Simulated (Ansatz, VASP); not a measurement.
**C in VASP and in Ansatz**

INCAR

```
PREC = Accurate
ENCUT = 520
EDIFF = 1E-6
ISMEAR = 0
SIGMA = 0.1
LREAL = F
LASPH = T
NELM = 120
ALGO = Normal
ISIF = 2
LWAVE = F
LCHARG = F
LDIPOL = T
IDIPOL = 3
DIPOL = 0.5 0.5 0.500
GGA = CA
NBANDS = 11
GGA_COMPAT = F
NELMDL = -8
```

The input KPOINTS:

```
Automatic mesh
0
Gamma
  21 21 1
```

POSCAR

```
C
1.0
    2.2630000000      0.0000000000      0.0000000000
   -1.1315000000      1.9598154888      0.0000000000
    0.0000000000      0.0000000000     28.0000000000
C
2
Direct
    0.3333333333      0.6666666667      0.5025535714
    0.6666666667      0.3333333333      0.4974464286
```

Input for Ansatz:

```yaml
crystal:
  lattice:
    - [2.263, 0.0, 0.0]
    - [-1.1315, 1.9598154888, 0.0]
    - [0.0, 0.0, 28.0]
  atoms:
    - { symbol: C, position: [0.3333333333, 0.6666666667, 0.5025535714] }
    - { symbol: C, position: [0.6666666667, 0.3333333333, 0.4974464286] }
  periodic: [true, true, false]
basis:
  ecutwfc: 420
kpoints:
  mp_grid: { grid: [21, 21, 1] }
hamiltonian:
  xc: lda
scf:
  occupations: { method: gaussian, width: 0.1 }
output:
  forces: true
  stress: true
  eigenvalues: true
  write_density: true
  write_potential: true
  elf: true
  volumetric_format: npy
```

Alike in both runs: task single point; functional LDA; k mesh 21 × 21 × 1; occupations gaussian, width 0.1 eV; no spin polarisation.

```csv
,VASP,Ansatz
version,VASP 6.6.1,Ansatz 0.2.0
potentials or method,"VASP PAW LDA potentials, release 64 (C), cutoff 520 eV","scalar-relativistic, plane waves, PAW"
valence electrons in the cell,8,8
```

|  | VASP | Ansatz | Ansatz less VASP |
| --- | --- | --- | --- |
| gap on the k mesh at the Fermi level (eV) | none | none | - |
| rms of the force components (eV/Å) | 1.243 | 1.248 | +0.0050 |

LDA's correlation is that of Perdew and Zunger in VASP and of Perdew and Wang (1992) in Ansatz. Atom by atom the forces differ by 0.005 eV/Å (rms over components). A gap of «none» marks a metal or a gap that the smearing closes. Ansatz's warnings: xc potential rough in thin density.
